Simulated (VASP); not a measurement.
Write the native input for VASP 6.6.1 that does the following.

```yaml
Task: single point
Functional: PBE
Potentials_or_basis: VASP PAW PBE potentials, release 64 (Mn_pv, O)
Cutoff: 520 eV
k_mesh: 8 × 8 × 8
Occupations: gaussian, width 0.05 eV
Spin: collinear spin, antiferromagnetic start
Starting_moments: "[4.68, -4.68, 0.0, 0.0] μB"
Hubbard_terms: Mn d U = 3.9 eV
Dipole_correction: no
Further_INCAR_settings: ALGO = Normal; EDIFF = 1e-07; NBANDS = 31
```

The structure of MnO (Manganosite) lies in POSCAR:

```
MnO
1.0
   -2.1923691839     -2.1923691839      4.4479248830
   -4.4479248830     -2.1923691839      2.1923691839
   -2.1923691839     -4.4479248830      2.1923691839
Mn O
2 2
Direct
    0.0000000000      0.0000000000      0.0000000000
    0.5000000000      0.5000000000      0.5000000000
    1.2499999999     -0.7500000001     -0.7500000001
    1.7500000001     -0.2499999999     -0.2499999999
```

This cell differs from its parent crystal: volume scaled by 0.980.

These files were run (other wordings do the same):

INCAR

```
SYSTEM = MnO
PREC = Accurate
ENCUT = 520
EDIFF = 1E-7
ISMEAR = 0
SIGMA = 0.05
LREAL = .False.
LASPH = .True.
NELM = 150
ALGO = Normal
ISIF = 2
LWAVE = .False.
LCHARG = .False.
ISPIN = 2
MAGMOM = 4.68 -4.68 0 0
LORBIT = 11
LMAXMIX = 4
LDAU = .True.
LDAUTYPE = 2
LDAUL = 2 -1
LDAUU = 3.9 0
LDAUJ = 0 0
LDAUPRINT = 1
GGA = PE
NBANDS = 31
```

KPOINTS

```
regular mesh
0
Gamma
  8 8 8
  0 0 0
```

Potentials or basis: VASP PAW PBE potentials, release 64 (Mn_pv, O).

Command:

```bash
$ cat potpaw_PBE.64/Mn_pv/POTCAR potpaw_PBE.64/O/POTCAR > POTCAR
$ mpirun -np 1 vasp_std > vasp.out
```

It gave:

The pressure is 1.4 GPa and the band gap on the k mesh is 1.70 eV. The net moment is 0.00 μB per cell. The site moments are Mn +4.57, -4.57; O +0.00 μB and the valence electrons inside the program's atomic spheres are Mn 11.33; O 5.00.

It took 2.6 min on 1 thread of Intel(R) Xeon(R) 6975P-C (Granite Rapids), on a shared host, peak memory 0.35 GiB.
